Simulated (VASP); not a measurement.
Here is a VASP 6.6.1 calculation.

File INCAR:

```
SYSTEM = AgPbSBr
ALGO = Normal
EDIFF = 1E-7
ENCUT = 520
GGA = PE
ISIF = 2
ISMEAR = -1
LASPH = .TRUE.
LCHARG = .TRUE.
LELF = .TRUE.
LREAL = .FALSE.
LVHAR = .TRUE.
LWAVE = .FALSE.
NBANDS = 48
NELM = 80
PREC = Accurate
SIGMA = 0.0122
```

Contents of KPOINTS:

```
k-points
0
G
  6 6 4
  0 0 0
```

POSCAR

```
AgPbSBr
1.0
    4.6971019739      0.0000000000      0.0000000000
    0.0000000000      4.6971019739      0.0000000000
    0.0000000000      0.0000000000     13.9682594127
Pb Ag Br S
2 2 2 2
Direct
    0.2500000000      0.2500000000      0.8956622975
    0.7500000000      0.7500000000      0.1043377025
    0.2500000000      0.2500000000      0.4231632869
    0.7500000000      0.7500000000      0.5768367131
    0.2500000000      0.2500000000      0.6102907273
    0.7500000000      0.7500000000      0.3897092727
    0.7500000000      0.2500000000      0.0000000000
    0.2500000000      0.7500000000      0.0000000000
```

Potentials or basis: VASP PAW PBE potentials, release 64 (Pb_d, Ag, Br, S).

Run with:

```bash
$ cat potpaw_PBE.64/Pb_d/POTCAR potpaw_PBE.64/Ag/POTCAR potpaw_PBE.64/Br/POTCAR potpaw_PBE.64/S/POTCAR > POTCAR
$ mpirun -np 1 vasp_std > vasp.out
```

Task: Estimate the band gap on the k mesh.

Result: Zero (bands 38 and 39 overlap by 0.55 eV).

Task: Predict the pressure.

Result: 0.0 GPa.

Task: Predict the largest force.

Result: 0.006 eV/Å.

Forces in eV/Å, atoms in the order of the input:
```
Pb   0.000  0.000 -0.006
Pb   0.000  0.000  0.006
Ag   0.000  0.000 -0.002
Ag   0.000  0.000  0.002
Br   0.000  0.000  0.004
Br   0.000  0.000 -0.004
S    0.000  0.000  0.000
S    0.000  0.000  0.000
```

Caveat: spin-orbit coupling is left out, which moves the levels of the heavy elements.
